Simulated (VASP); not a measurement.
# Al2O3 (Al2O3 (R-3c)) (R-3c) in VASP: single point with PBE

Aim: the single point of Al2O3 (Al2O3 (R-3c)) with PBE.

Program: VASP 6.6.1. These are calculated values, not measurements. Logs are shortened: lines on timing, memory, paths and dates and some standing lists are left out, and cuts for length are marked.

**1. The cell of the first run**

It takes space group R-3c (No. 167, trigonal). Conventional cell: a = 4.808 Å, b = 4.808 Å, c = 13.123 Å, α = 90.00°, β = 90.00°, γ = 120.00°. Al (site symmetry 3) has 6 O at 1.87 to 1.99 Å within 2.5 Å. O (site symmetry 2) has 4 Al at 1.87 to 1.99 Å within 2.5 Å.

**2. Single point, PBE**

Input file INCAR:

```
SYSTEM = Al2O3
PREC = Accurate
ENCUT = 520
EDIFF = 1E-7
ISMEAR = 0
SIGMA = 0.01
LREAL = .False.
LASPH = .True.
NELM = 100
ALGO = Normal
ISIF = 2
LWAVE = .False.
LCHARG = .False.
GGA = PE
NBANDS = 35
```

Input file KPOINTS:

```
Automatic mesh
0
Gamma
  7 7 7
  0 0 0
```

Input file POSCAR:

```
Al2O3
1.0
    2.4039417622      1.3879164235      4.3742070937
   -2.4039417622      1.3879164235      4.3742070937
    0.0000000000     -2.7758328471      4.3742070937
Al O
4 6
Direct
    0.6478877112      0.6478877093      0.6478877093
    0.8521122915      0.8521122891      0.8521122891
    0.1478877103      0.1478877098      0.1478877098
    0.3521122906      0.3521122896      0.3521122896
    0.4438508605      0.0561491400      0.7499999994
    0.9438508606      0.2499999995      0.5561491396
    0.0561491412      0.7499999995      0.4438508594
    0.7500000005      0.4438508593      0.0561491399
    0.2500000013      0.5561491397      0.9438508591
    0.5561491413      0.9438508590      0.2499999996
```

Potentials or basis: VASP PAW PBE potentials, release 64 (Al, O).

Command:

```sh
$ cat potpaw_PBE.64/Al/POTCAR potpaw_PBE.64/O/POTCAR > POTCAR
$ mpirun -np 1 vasp_std > vasp.out
```

OUTCAR:

```text
SYSTEM = Al2O3
   PREC = Accurate
   ENCUT = 520
   EDIFF = 1E-7
   ISMEAR = 0
   LREAL = .False.
   LASPH = .True.
   NELM = 100
   ISIF = 2
   GGA = PE

 ion  position               nearest neighbor table
   1  0.648  0.648  0.648-   6 1.87  10 1.87   9 1.87   7 1.99   8 1.99   5 1.99   2 2.68   4 2.82
                             4 2.82   4 2.82   2 3.25   2 3.25   2 3.25
   2  0.852  0.852  0.852-   9 1.87   6 1.87  10 1.87   7 1.99   8 1.99   5 1.99   1 2.68   3 2.82
                             3 2.82   3 2.82   1 3.25   1 3.25   1 3.25
   3  0.148  0.148  0.148-   8 1.87   7 1.87   5 1.87   6 1.99   9 1.99  10 1.99   4 2.68   2 2.82
                             2 2.82   2 2.82   4 3.25   4 3.25   4 3.25
   4  0.352  0.352  0.352-   8 1.87   5 1.87   7 1.87   9 1.99   6 1.99  10 1.99   3 2.68   1 2.82
                             1 2.82   1 2.82   3 3.25   3 3.25   3 3.25
   5  0.444  0.056  0.750-   4 1.87   3 1.87   1 1.99   2 1.99
   6  0.944  0.250  0.556-   1 1.87   2 1.87   3 1.99   4 1.99
   7  0.056  0.750  0.444-   4 1.87   3 1.87   2 1.99   1 1.99
   8  0.750  0.444  0.056-   3 1.87   4 1.87   1 1.99   2 1.99
   9  0.250  0.556  0.944-   1 1.87   2 1.87   4 1.99   3 1.99
  10  0.556  0.944  0.250-   1 1.87   2 1.87   4 1.99   3 1.99

  LATTYP: Found a trigonal (rhomboedric) cell.
 ALAT       =     5.1806308200
 COS(alpha) =     0.5693617614

  Lattice vectors:

 A1 = (   2.4039417622,   1.3879164235,   4.3742070937)
 A2 = (  -2.4039417622,   1.3879164235,   4.3742070937)
 A3 = (   0.0000000000,  -2.7758328471,   4.3742070937)

Analysis of symmetry for initial positions (statically):
=====================================================================
 Subroutine PRICEL returns:
 Original cell was already a primitive cell.

 Routine SETGRP: Setting up the symmetry group for a
 trigonal (rhombohedral) supercell.

 Subroutine GETGRP returns: Found 12 space group operations
 (whereof  6 operations were pure point group operations)
 out of a pool of 12 trial point group operations.

The static configuration has the point symmetry S_6 .
 The point group associated with its full space group is D_3d.

Analysis of symmetry for dynamics (positions and initial velocities):
=====================================================================
 Subroutine PRICEL returns:
 Original cell was already a primitive cell.

 Routine SETGRP: Setting up the symmetry group for a
 trigonal (rhombohedral) supercell.

 Subroutine GETGRP returns: Found 12 space group operations
 (whereof  6 operations were pure point group operations)
 out of a pool of 12 trial point group operations.

The dynamic configuration has the point symmetry S_6 .
 The point group associated with its full space group is D_3d.

 Subroutine INISYM returns: Found 12 space group operations
 (whereof  6 operations are pure point group operations),
 and found     1 'primitive' translations

----------------------------------------------------------------------------------------

                                     Primitive cell

  volume of cell :      87.5665

  direct lattice vectors                    reciprocal lattice vectors
     2.403941762  1.387916424  4.374207094     0.207991728  0.120084080  0.076204287
    -2.403941762  1.387916424  4.374207094    -0.207991728  0.120084080  0.076204287
     0.000000000 -2.775832847  4.374207094     0.000000000 -0.240168160  0.076204287

  length of vectors
     5.180630820  5.180630820  5.180630820     0.251967931  0.251967931  0.251967931

  position of ions in fractional coordinates (direct lattice)
     0.647887711  0.647887709  0.647887709
     0.852112291  0.852112289  0.852112289
     0.147887710  0.147887710  0.147887710
     0.352112291  0.352112290  0.352112290
     0.443850860  0.056149140  0.749999999
     0.943850861  0.249999999  0.556149140
     0.056149141  0.749999999  0.443850859
     0.750000001  0.443850859  0.056149140
     0.250000001  0.556149140  0.943850859
     0.556149141  0.943850859  0.250000000

  ion indices of the primitive-cell ions
   primitive index   ion index
                 1           1
                 2           2
                 3           3
                 4           4
                 5           5
                 6           6
                 7           7
                 8           8
                 9           9
                10          10

----------------------------------------------------------------------------------------

 KPOINTS: Automatic mesh

Automatic generation of k-mesh.
 Grid dimensions read from file:
 generate k-points for:    7    7    7

 Generating k-lattice:

  Cartesian coordinates                     Fractional coordinates (reciprocal lattice)
     0.029713104  0.017154869  0.010886327     0.142857143  0.000000000 -0.000000000
    -0.029713104  0.017154869  0.010886327     0.000000000  0.142857143 -0.000000000
     0.000000000 -0.034309737  0.010886327    -0.000000000 -0.000000000  0.142857143

  Length of vectors
     0.035995419  0.035995419  0.035995419

  Shift w.r.t. Gamma in fractional coordinates (k-lattice)
     0.000000000  0.000000000  0.000000000

 Subroutine IBZKPT returns following result:
 ===========================================

 Found     44 irreducible k-points:

 Following reciprocal coordinates:
            Coordinates               Weight
  0.000000  0.000000  0.000000      1.000000
  0.142857 -0.000000  0.000000      6.000000
  0.285714 -0.000000  0.000000      6.000000
  0.428571 -0.000000 -0.000000      6.000000
  0.142857  0.142857  0.000000      6.000000
  0.285714  0.142857  0.000000     12.000000
[... 16 lines left out ...]
  0.285714  0.285714  0.142857      6.000000
  0.428571  0.285714  0.142857     12.000000
 [... further k-points ...]
   k-points           NKPTS =     44   k-points in BZ     NKDIM =     44   number of bands    NBANDS=     35
   number of dos      NEDOS =    301   number of ions     NIONS =     10
   total plane-waves  NPLWV =  64000
   dimension x,y,z NGX =    40 NGY =   40 NGZ =   40
   dimension x,y,z NGXF=    80 NGYF=   80 NGZF=   80
   ions per type =               4   6
   NGX,Y,Z   is equivalent  to a cutoff of  12.84, 12.84, 12.84 a.u.
   NGXF,Y,Z  is equivalent  to a cutoff of  25.67, 25.67, 25.67 a.u.
 SYSTEM =  Al2O3
   PREC   = accura    normal or accurate (medium, high low for compatibility)
   ISTART =      0    job   : 0-new  1-cont  2-samecut
   ICHARG =      2    charge: 1-file 2-atom 10-const
   ISPIN  =      1    spin polarized calculation?
   LNONCOLLINEAR =      F non collinear calculations
   LSORBIT =      F    spin-orbit coupling
   LASPH  =      T    aspherical Exc in radial PAW
   ENCUT  =  520.0 eV  38.22 Ry    6.18 a.u.   9.63  9.63  9.63*2*pi/ulx,y,z
   NELM   =    100;   NELMIN=  2; NELMDL= -5     # of ELM steps
   EDIFF  = 0.1E-06   stopping-criterion for ELM
   LREAL  =      F    real-space projection
   EDIFFG = 0.1E-05   stopping-criterion for IOM
   NSW    =      0    number of steps for IOM
   IBRION =     -1    ionic relax: 0-MD 1-quasi-New 2-CG
   NFREE  =      0    steps in history (QN), initial steepest desc. (CG)
   ISIF   =      2    stress and relaxation
   ISYM   =      2    0-nonsym 1-usesym 2-fastsym
   POTIM  = 0.5000    time-step for ionic-motion
   TEBEG  =    0.0;   TEEND  =   0.0 temperature during run
   PSTRESS=    0.0 pullay stress
   NELECT =      48.0000    total number of electrons
   NUPDOWN=      -1.0000    fix difference up-down
   EMIN   =  10.00;   EMAX   =-10.00  energy-range for DOS
   EFERMI =   0.00;   METHOD = LEGACY
   ISMEAR =     0;   SIGMA  =   0.01  broadening in eV -4-tet -1-fermi 0-gaus
   EFERMI_NEDOS =   21; number of points for ismear=-14 and -15
   IALGO  =     38    algorithm
   IMIX   =      4    mixing-type and parameters
     AMIX     =   0.40;   BMIX     =  1.00
     AMIX_MAG =   1.60;   BMIX_MAG =  1.00
  volume/ion in A,a.u.               =       8.76        59.09
  Fermi-wavevector in a.u.,A,eV,Ry     =   1.339808  2.531870 24.423627  1.795086
  Thomas-Fermi vector in A             =   2.468171
   LORBIT       =      0    0 simple, 1 ext, 2 COOP (PROOUT), +10 PAW based schemes
   GGA     = PE    functional components
   LHFCALC =     F    Hartree Fock is set to
   AEXX    =    0.0000 exact exchange contribution
   IVDW    =     0    specifies the selected vdW correction
   LEPSILON=     F    determine dielectric tensor
   LRPA    =     F    only Hartree local field effects (RPA)
 non-spin polarized calculation
 Gauss-broadening in eV      SIGMA  =   0.01
  energy-cutoff  :      520.00
  volume of cell :       87.57
 maximum number of plane-waves:      2379
   NGX = 19   NGY = 19   NGZ = 19

 number of electron      48.0000008 magnetization

 Free energy of the ion-electron system (eV)
  ---------------------------------------------------
  ext. energy  EPLUGINS =         0.00000000
  ---------------------------------------------------
  free energy    TOTEN  =       -74.81216308 eV

  energy without entropy =      -74.81216308  energy(sigma->0) =      -74.81216308

 E-fermi :   5.9296     XC(G=0): -11.5400

 val. band max:        5.8029885599   @ k =   0.0000   0.0000   0.0000
 cond. band min:      11.6570814692   @ k =   0.0000   0.0000   0.0000
 fundamental gap:      5.8540929092
 Fermi energy:         5.9295996679

 k-point     1 :       0.0000    0.0000    0.0000
  band No.  band energies     occupation
      1     -13.2126      2.00000
      2     -10.9909      2.00000
      3     -10.7269      2.00000
      4     -10.7269      2.00000
      5     -10.4200      2.00000
      6     -10.4200      2.00000
[... 27 lines left out ...]
     34      18.9562      0.00000
     35      20.1483      0.00000

 k-point     2 :       0.1429   -0.0000    0.0000
  band No.  band energies     occupation
      1     -13.1111      2.00000
      2     -11.0327      2.00000
      3     -10.7927      2.00000
      4     -10.7469      2.00000
      5     -10.4692      2.00000
      6     -10.4267      2.00000
[... 27 lines left out ...]
     34      18.5902      0.00000
     35      20.0701      0.00000

 k-point     3 :       0.2857   -0.0000    0.0000
  band No.  band energies     occupation
      1     -12.8184      2.00000
      2     -11.3391      2.00000
      3     -10.7802      2.00000
      4     -10.7752      2.00000
      5     -10.5821      2.00000
      6     -10.4674      2.00000
[... 27 lines left out ...]
     34      18.9274      0.00000
     35      19.4503      0.00000

 k-point     4 :       0.4286   -0.0000   -0.0000
  band No.  band energies     occupation
      1     -12.3723      2.00000
      2     -11.8425      2.00000
      3     -10.7646      2.00000
      4     -10.6957      2.00000
      5     -10.6758      2.00000
      6     -10.5574      2.00000
[... 27 lines left out ...]
     34      18.6811      0.00000
     35      18.8293      0.00000

 k-point     5 :       0.1429    0.1429    0.0000
  band No.  band energies     occupation
      1     -13.0832      2.00000
      2     -11.0501      2.00000
      3     -10.8101      2.00000
      4     -10.7430      2.00000
      5     -10.5105      2.00000
      6     -10.4094      2.00000
[... 638 lines left out ...]
 k-point    22 :      -0.1429    0.1429    0.1429
  band No.  band energies     occupation
      1     -12.8468      2.00000
      2     -11.1930      2.00000
      3     -10.8922      2.00000
      4     -10.7405      2.00000
      5     -10.6264      2.00000
      6     -10.4639      2.00000
[... 27 lines left out ...]
     34      18.6784      0.00000
     35      19.5990      0.00000

 k-point    23 :       0.2857    0.2857    0.1429
  band No.  band energies     occupation
      1     -12.8905      2.00000
      2     -11.3342      2.00000
      3     -10.8369      2.00000
      4     -10.6648      2.00000
      5     -10.6253      2.00000
      6     -10.3924      2.00000
[... 27 lines left out ...]
     34      18.9281      0.00000
     35      19.6531      0.00000

 k-point    24 :       0.4286    0.2857    0.1429
  band No.  band energies     occupation
      1     -12.6276      2.00000
      2     -11.4321      2.00000
      3     -11.0181      2.00000
      4     -10.8075      2.00000
      5     -10.6309      2.00000
      6     -10.3700      2.00000
[... 27 lines left out ...]
     34      19.1287      0.00000
     35      19.4186      0.00000

 [... further k-points ...]

------------------------ aborting loop because EDIFF is reached ----------------------------------------

  FORCE on cell =-STRESS in cart. coord.  units (eV):
  Direction    XX          YY          ZZ          XY          YZ          ZX
  --------------------------------------------------------------------------------------
  -------------------------------------------------------------------------------------
  Total       -0.0175925     -0.0175925     -0.0472080      0.0000000      0.0000000     -0.0000000
  in kB       -0.3218847     -0.3218847     -0.8637506      0.0000000      0.0000000     -0.0000000
  external PRESSURE =      -0.5025067 kB  Pullay stress =       0.0000000 kB

 VOLUME and BASIS-vectors are now :
 -----------------------------------------------------------------------------
  energy-cutoff  :      520.00
  volume of cell :       87.57
      direct lattice vectors                 reciprocal lattice vectors
     2.403941762  1.387916424  4.374207094     0.207991728  0.120084080  0.076204287
    -2.403941762  1.387916424  4.374207094    -0.207991728  0.120084080  0.076204287
     0.000000000 -2.775832847  4.374207094     0.000000000 -0.240168160  0.076204287

 POSITION                                       TOTAL-FORCE (eV/Angst)
 -----------------------------------------------------------------------------------
      0.00000      0.00000      8.50199         0.000000      0.000000     -0.010598
      0.00000      0.00000     11.18195         0.000000     -0.000000      0.010598
      0.00000      0.00000      1.94067         0.000000      0.000000     -0.010598
      0.00000      0.00000      4.62064         0.000000     -0.000000      0.010598
      0.93201     -1.38792      5.46776        -0.003542      0.000000      0.000000
      1.66798      0.11319      7.65486        -0.001771     -0.003067      0.000000
     -1.66798     -0.11319      5.46776         0.001771      0.003067      0.000000
      0.73596      1.50110      5.46776         0.001771     -0.003067      0.000000
     -0.73596     -1.50110      7.65486        -0.001771      0.003067      0.000000
     -0.93201      1.38792      7.65486         0.003542      0.000000      0.000000
 -----------------------------------------------------------------------------------
    total drift:                               -0.000020     -0.000011     -0.000002

  FREE ENERGIE OF THE ION-ELECTRON SYSTEM (eV)
  ---------------------------------------------------
  free  energy   TOTEN  =       -74.8121630774 eV

  energy  without entropy=      -74.8121630774  energy(sigma->0) =      -74.81216308
```

Run time: 1.9 min. Hardware: 1 thread of Intel Xeon Platinum 8488C (Sapphire Rapids), shared host; peak memory 0.27 GiB.

Results:

```yaml
Free_energy: -74.8122 eV
Pressure: -0.1 GPa
Largest_force: 0.011 eV/Å
Band_gap_on_the_k_mesh: 5.85 eV, direct
```

Forces in eV/Å, atoms in the order of the input:
```
Al   0.000  0.000 -0.011
Al   0.000  0.000  0.011
Al   0.000  0.000 -0.011
Al   0.000  0.000  0.011
O   -0.004  0.000  0.000
O   -0.002 -0.003  0.000
O    0.002  0.003  0.000
O    0.002 -0.003  0.000
O   -0.002  0.003  0.000
O    0.004  0.000  0.000
```

A k mesh can miss the band edges. Expect the measured gap to be larger: semilocal functionals such as PBE lack the derivative discontinuity.
